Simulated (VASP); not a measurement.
Here is a VASP 6.6.1 calculation.

The input INCAR:

```
PREC = Accurate
ENCUT = 520
EDIFF = 1E-7
ISMEAR = -1
SIGMA = 0.03
LREAL = False
LASPH = True
NELM = 100
ALGO = Normal
ISIF = 2
LWAVE = False
LCHARG = False
GGA = PE
NBANDS = 12
```

KPOINTS

```
Automatic mesh
0
Gamma
  9 9 9
```

Contents of POSCAR:

```
LiCl
1.0
   -0.0128238000      2.5647600000      2.5647600000
    2.5647600000     -0.0128238000      2.5647600000
    2.5519362000      2.5519362000      0.0000000000
Li Cl
1 1
Direct
    0.0000000000      0.0000000000      0.0000000000
    0.5000000000      0.5000000000      0.5000000000
```

Potentials or basis: VASP PAW PBE potentials, release 64 (Li_sv, Cl).

Command:

```console
$ cat potpaw_PBE.64/Li_sv/POTCAR potpaw_PBE.64/Cl/POTCAR > POTCAR
$ mpirun -np 1 vasp_std > vasp.out
```

**Question.** What does it give for the band gap on the k mesh?

**Answer.** 6.31 eV, direct.

Caveat: the cell differs from its parent crystal (xy shear strain of -1 %). A k mesh can miss the band edges.
